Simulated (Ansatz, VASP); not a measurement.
One calculation of BaNb3, two programs

Contents of INCAR:

```
SYSTEM = BaNb3
PREC = Accurate ; ENCUT = 520
EDIFF = 1E-6 ; ISMEAR = 0
SIGMA = 0.1 ; LREAL = .False.
LASPH = .True. ; NELM = 60
ALGO = Normal ; ISIF = 2
LWAVE = .False. ; LCHARG = .True.
GGA = PE ; LELF = .True.
LVHAR = .True. ; NBANDS = 32
```

Contents of KPOINTS:

```
regular mesh
0
Gamma
  4 4 4
  0 0 0
```

POSCAR

```
BaNb3
1.0
    4.3676220002      0.0000000000      0.0000000000
    0.0000000000      4.3676220002      0.0000000000
    0.0000000000      0.0000000000      4.3676220002
Ba Nb
1 3
Direct
    0.0000000000      0.0000000000      0.0000000000
    0.0000000000      0.5000000000      0.5000000000
    0.5000000000      0.0000000000      0.5000000000
    0.5000000000      0.5000000000      0.0000000000
```

Input for Ansatz:

```yaml
crystal:
  lattice:
    - [4.3676220002, 0.0, 0.0]
    - [0.0, 4.3676220002, 0.0]
    - [0.0, 0.0, 4.3676220002]
  atoms:
    - { symbol: Ba, position: [0.0, 0.0, 0.0] }
    - { symbol: Nb, position: [0.0, 0.5, 0.5] }
    - { symbol: Nb, position: [0.5, 0.0, 0.5] }
    - { symbol: Nb, position: [0.5, 0.5, 0.0] }
basis:
  ecutwfc: 420
kpoints:
  mp_grid: { grid: [4, 4, 4] }
hamiltonian:
  xc: pbe
scf:
  occupations: { method: gaussian, width: 0.1 }
  lower_state_search: "off"
output:
  forces: true
  stress: true
  eigenvalues: true
```

Alike in both runs: task single point; functional PBE; k mesh 4 × 4 × 4; occupations gaussian, width 0.1 eV; no spin polarisation.

|  | VASP | Ansatz |
| --- | --- | --- |
| version | VASP 6.6.1 | Ansatz 0.2.0 |
| potentials or method | VASP PAW PBE potentials, release 64 (Ba_sv, Nb_sv), cutoff 520 eV | scalar-relativistic, plane waves, PAW |
| valence electrons in the cell | 49 | 49 |

VASP gave:

```
gap on the k mesh at the Fermi level (eV) : none
pressure (GPa)                            : 7.4
```

Problem. What did Ansatz give for the same quantities?

Solution. gap on the k mesh at the Fermi level (eV): none; pressure (GPa): 5.5.

A gap of «none» marks a metal or a gap that the smearing closes.

Spin-orbit coupling is off throughout.
